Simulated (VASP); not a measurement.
Here is a VASP 6.6.1 calculation.

Contents of INCAR:

```
  ALGO = Normal
  EDIFF = 1E-6
  ENCUT = 520
  GGA = PE
  ISIF = 2
  ISMEAR = 0
  LASPH = T
  LCHARG = F
  LREAL = F
  LWAVE = F
  NBANDS = 21
  NELM = 60
  PREC = Accurate
  SIGMA = 0.15
```

Contents of KPOINTS:

```
k-points
0
Gamma
  18 18 10
```

Contents of POSCAR:

```
Ru
1.0
    2.7833000000      0.0000000000      0.0000000000
   -1.3916500000      2.4104085063      0.0000000000
    0.0000000000      0.0000000000      3.7811000000
Ru
2
Direct
    0.3333333333      0.6666666667      0.2500000000
    0.6666666667      0.3333333333      0.7500000000
```

Potentials or basis: VASP PAW PBE potentials, release 64 (Ru_pv).

Launch:

```sh
$ cat potpaw_PBE.64/Ru_pv/POTCAR > POTCAR
$ mpirun -np 1 vasp_std > vasp.out
```

Q: Estimate the pressure.

A: 42.8 GPa.

Q: Estimate the band gap on the k mesh.

A: Zero (bands 14 and 15 overlap by 3.07 eV).

Stress tensor (GPa, compression positive):
```
18.80  0.00  0.00
 0.00 18.80  0.00
 0.00  0.00 90.78
```

Caveat: the cell stands under pressure.
